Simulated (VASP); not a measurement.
# InP (Fm-3m) in VASP: vibrations by perturbation theory with LDA

Aim: the vibrations by perturbation theory of InP with LDA.

Program: VASP 6.6.1. These are calculated values, not measurements. Logs are shortened: lines on timing, memory, paths and dates and some standing lists are left out, and cuts for length are marked.

## 1. The cell of the first run

The structure is cubic, space group Fm-3m (No. 225). The conventional cell has a = 5.418 Å, b = 5.418 Å, c = 5.418 Å, α = 90.00°, β = 90.00°, γ = 90.00°. Within 3.6 Å of In (site symmetry m-3m) lie 6 P at 2.71 Å. Within 3.6 Å of P (site symmetry m-3m) lie 6 In at 2.71 Å.

## 2. Vibrations by perturbation theory, LDA

File INCAR:

```
ALGO = Normal ; EDIFF = 1E-8
ENCUT = 520 ; GGA = CA
IBRION = 8 ; ISIF = 2
ISMEAR = 0 ; LASPH = True
LCHARG = True ; LREAL = False
LWAVE = False ; NELM = 60
NSW = 1 ; PREC = Accurate
SIGMA = 0.15
```

File KPOINTS:

```
k-points
0
Gamma
  14 14 14
```

File POSCAR:

```
InP
1.0
    0.0000000000      2.7088361388      2.7088361388
    2.7088361388      0.0000000000      2.7088361388
    2.7088361388      2.7088361388      0.0000000000
In P
1 1
Direct
    0.0000000000      0.0000000000      0.0000000000
    0.5000000000      0.5000000000      0.5000000000
```

Potentials or basis: VASP PAW LDA potentials, release 64 (In_d, P).

Command:

```console
cat potpaw_LDA.64/In_d/POTCAR potpaw_LDA.64/P/POTCAR > POTCAR
mpirun -np 1 vasp_std > vasp.out
```

OUTCAR:

```text
EDIFF = 1E-8
   ENCUT = 520
   GGA = CA
   IBRION = 8
   ISIF = 2
   ISMEAR = 0
   LASPH = True
   LREAL = False
   NELM = 60
   NSW = 1
   PREC = Accurate

 ion  position               nearest neighbor table
   1  0.000  0.000  0.000-   2 2.71   2 2.71   2 2.71   2 2.71   2 2.71   2 2.71
   2  0.500  0.500  0.500-   1 2.71   1 2.71   1 2.71   1 2.71   1 2.71   1 2.71

  LATTYP: Found a face centered cubic cell.
 ALAT       =     5.4176722776

  Lattice vectors:

 A1 = (   0.0000000000,   2.7088361388,   2.7088361388)
 A2 = (   2.7088361388,   0.0000000000,   2.7088361388)
 A3 = (   2.7088361388,   2.7088361388,   0.0000000000)

Analysis of symmetry for initial positions (statically):
=====================================================================
 Subroutine PRICEL returns:
 Original cell was already a primitive cell.

 Routine SETGRP: Setting up the symmetry group for a
 face centered cubic supercell.

 Subroutine GETGRP returns: Found 48 space group operations
 (whereof 48 operations were pure point group operations)
 out of a pool of 48 trial point group operations.

The static configuration has the point symmetry O_h .

Analysis of symmetry for dynamics (positions and initial velocities):
=====================================================================
 Subroutine PRICEL returns:
 Original cell was already a primitive cell.

 Routine SETGRP: Setting up the symmetry group for a
 face centered cubic supercell.

 Subroutine GETGRP returns: Found 48 space group operations
 (whereof 48 operations were pure point group operations)
 out of a pool of 48 trial point group operations.

The dynamic configuration has the point symmetry O_h .

 Subroutine INISYM returns: Found 48 space group operations
 (whereof 48 operations are pure point group operations),
 and found     1 'primitive' translations

----------------------------------------------------------------------------------------

                                     Primitive cell

  volume of cell :      39.7538

  direct lattice vectors                    reciprocal lattice vectors
     0.000000000  2.708836139  2.708836139    -0.184581117  0.184581117  0.184581117
     2.708836139  0.000000000  2.708836139     0.184581117 -0.184581117  0.184581117
     2.708836139  2.708836139  0.000000000     0.184581117  0.184581117 -0.184581117

  length of vectors
     3.830872806  3.830872806  3.830872806     0.319703873  0.319703873  0.319703873

  position of ions in fractional coordinates (direct lattice)
     0.000000000  0.000000000  0.000000000
     0.500000000  0.500000000  0.500000000

  ion indices of the primitive-cell ions
   primitive index   ion index
                 1           1
                 2           2

----------------------------------------------------------------------------------------

 KPOINTS: k-points

Automatic generation of k-mesh.
 Grid dimensions read from file:
 generate k-points for:   14   14   14

 Generating k-lattice:

  Cartesian coordinates                     Fractional coordinates (reciprocal lattice)
    -0.013184365  0.013184365  0.013184365     0.071428571  0.000000000  0.000000000
     0.013184365 -0.013184365  0.013184365     0.000000000  0.071428571  0.000000000
     0.013184365  0.013184365 -0.013184365     0.000000000  0.000000000  0.071428571

  Length of vectors
     0.022835991  0.022835991  0.022835991

  Shift w.r.t. Gamma in fractional coordinates (k-lattice)
     0.000000000  0.000000000  0.000000000

 Subroutine IBZKPT returns following result:
 ===========================================

 Found    104 irreducible k-points:
[... 76 lines left out ...]
   LRPA    =     F    only Hartree local field effects (RPA)
 non-spin polarized calculation
 Gauss-broadening in eV      SIGMA  =   0.15
  energy-cutoff  :      520.00
  volume of cell :       39.75
 maximum number of plane-waves:      1090
   NGX = 15   NGY = 15   NGZ = 15

--------------------------------------- Ionic step        1  -------------------------------------------

 number of electron      18.0000010 magnetization

 Free energy of the ion-electron system (eV)
  ---------------------------------------------------
  ext. energy  EPLUGINS =         0.00000000
  ---------------------------------------------------
  free energy    TOTEN  =        -9.32571569 eV

  energy without entropy =       -9.31332075  energy(sigma->0) =       -9.31951822

 E-fermi :   7.6669     XC(G=0): -10.9410

 val. band max:        7.6516746326   @ k =   0.3571   0.1429   0.0714
 cond. band min:       7.6767623585   @ k =  -0.3571   0.1429   0.0000
 fundamental gap:      0.0250877259
 Fermi energy:         7.6669355535

 k-point     1 :       0.0000    0.0000    0.0000
  band No.  band energies     occupation
      1      -6.5662      2.00000
      2      -6.5662      2.00000
      3      -6.5376      2.00000
      4      -6.5376      2.00000
      5      -6.5376      2.00000
      6      -4.8305      2.00000
      7       7.3579      1.99642
      8       7.3579      1.99642
      9       7.3579      1.99642
     10       8.6035      0.00000
     11      14.8249      0.00000
     12      14.8249      0.00000
     13      14.8249      0.00000
[... 354 lines left out ...]
  band No.  band energies     occupation
      1      -6.6714      2.00000
      2      -6.5689      2.00000
      3      -6.5552      2.00000
      4      -6.4887      2.00000
      5      -6.4706      2.00000
      6      -3.7971      2.00000
      7       3.8060      2.00000
      8       6.5940      2.00000
      9       6.9425      2.00000
     10      10.0427      0.00000
     11      12.3277      0.00000
     12      13.3983      0.00000
     13      14.2365      0.00000

 [... further k-points ...]
[... 5 lines left out ...]
  --------------------------------------------------------------------------------------
  -------------------------------------------------------------------------------------
  Total        0.0057801      0.0057801      0.0057801     -0.0000000      0.0000000     -0.0000000
  in kB        0.2329547      0.2329547      0.2329547     -0.0000000      0.0000000     -0.0000000
  external PRESSURE =       0.2329547 kB  Pullay stress =       0.0000000 kB

 VOLUME and BASIS-vectors are now :
 -----------------------------------------------------------------------------
  energy-cutoff  :      520.00
  volume of cell :       39.75
      direct lattice vectors                 reciprocal lattice vectors
     0.000000000  2.708836139  2.708836139    -0.184581117  0.184581117  0.184581117
     2.708836139  0.000000000  2.708836139     0.184581117 -0.184581117  0.184581117
     2.708836139  2.708836139  0.000000000     0.184581117  0.184581117 -0.184581117

 POSITION                                       TOTAL-FORCE (eV/Angst)
 -----------------------------------------------------------------------------------
      0.00000      0.00000      0.00000        -0.000000      0.000000      0.000000
      2.70884      2.70884      2.70884         0.000000     -0.000000     -0.000000
 -----------------------------------------------------------------------------------
    total drift:                               -0.000000      0.000000      0.000000

  FREE ENERGIE OF THE ION-ELECTRON SYSTEM (eV)
  ---------------------------------------------------
  free  energy   TOTEN  =        -9.3257156915 eV

  energy  without entropy=       -9.3133207542  energy(sigma->0) =       -9.31951822

[... ionic steps 2 to 3 ...]

--------------------------------------- Ionic step        4  -------------------------------------------

------------------------ aborting loop because EDIFF is reached ----------------------------------------

[... ionic steps 5 to 6 ...]

--------------------------------------- Ionic step        7  -------------------------------------------

 Free energy of the ion-electron system (eV)
  ---------------------------------------------------
  ---------------------------------------------------
  free energy    TOTEN  =        -0.04737036 eV

  energy without entropy =       -0.04737036

------------------------ aborting loop because EDIFF is reached ----------------------------------------

 INTERNAL STRAIN TENSOR  FOR ION    2  DIRECTION 1   (eV/Angst):
 -----------------------------------------------------------------------------
    -0.05264 -0.00000  0.00000
     0.00000  0.03450  0.00000
    -0.00000  0.00000  0.03450

 INTERNAL STRAIN TENSOR FOR ION    2 for displacements in x,y,z  (eV/Angst):
          X           Y           Z          XY          YZ          ZX
  --------------------------------------------------------------------------------
  x     0.00000     0.00000     0.00000     0.00000     0.00000     0.00000
  y     0.00000     0.00000     0.00000     0.00000     0.00000     0.00000
  z     0.00000     0.00000     0.00000     0.00000     0.00000     0.00000

 SECOND DERIVATIVES (NOT SYMMETRIZED)
 ------------------------------------
               1X          1Y          1Z          2X          2Y          2Z
  1X    -2.868294    0.000000    0.000000    2.868294    0.000000    0.000000
  1Y     0.000000   -2.868294    0.000000    0.000000    2.868294    0.000000
  1Z     0.000000    0.000000   -2.868294    0.000000    0.000000    2.868294
  2X     2.843863    0.000000    0.000000   -2.843863    0.000000    0.000000
  2Y     0.000000    2.843863    0.000000    0.000000   -2.843863    0.000000
  2Z     0.000000    0.000000    2.843863    0.000000    0.000000   -2.843863

 Eigenvectors and eigenvalues of the dynamical matrix
 ----------------------------------------------------

   1 f  =    5.342741 THz    33.569429 2PiTHz  178.214643 cm-1    22.095790 meV
             X         Y         Z           dx          dy          dz
      0.000000  0.000000  0.000000     0.000000    0.462479   -0.000000
      2.708836  2.708836  2.708836    -0.000000   -0.886630   -0.000000
[... 21 lines left out ...]
   6 f/i=    0.009370 THz     0.058875 2PiTHz    0.312559 cm-1     0.038752 meV
             X         Y         Z           dx          dy          dz
      0.000000  0.000000  0.000000     0.061756   -0.117999    0.876570
      2.708836  2.708836  2.708836     0.032213   -0.061550    0.457232

--------------------------------------------------------------------------------------------------------

 ELASTIC MODULI CONTR FROM IONIC RELAXATION (kBar)
 Direction    XX          YY          ZZ          XY          YZ          ZX
 --------------------------------------------------------------------------------
 XX           0.0000      0.0000      0.0000      0.0000      0.0000      0.0000
 YY           0.0000      0.0000      0.0000      0.0000      0.0000      0.0000
 ZZ           0.0000      0.0000      0.0000      0.0000      0.0000      0.0000
 XY           0.0000      0.0000      0.0000      0.0000      0.0000      0.0000
 YZ           0.0000      0.0000      0.0000      0.0000      0.0000      0.0000
 ZX           0.0000      0.0000      0.0000      0.0000      0.0000      0.0000
 --------------------------------------------------------------------------------
```

Run time: 7.2 min. Hardware: 1 thread of Intel Xeon 8259CL, shared host; peak memory 0.38 GiB.

What came out:

| Item | Value |
| --- | --- |
| Highest phonon frequency at Γ, LO-TO splitting left out | 178 cm⁻¹ |

Phonon frequencies in cm⁻¹ (negative: imaginary):
```csv
q point,frequencies
"(0.000, 0.000, 0.000)",0 0 0 178 178 178
```

Caveat: spin-orbit coupling is left out, which moves the levels of the heavy elements.
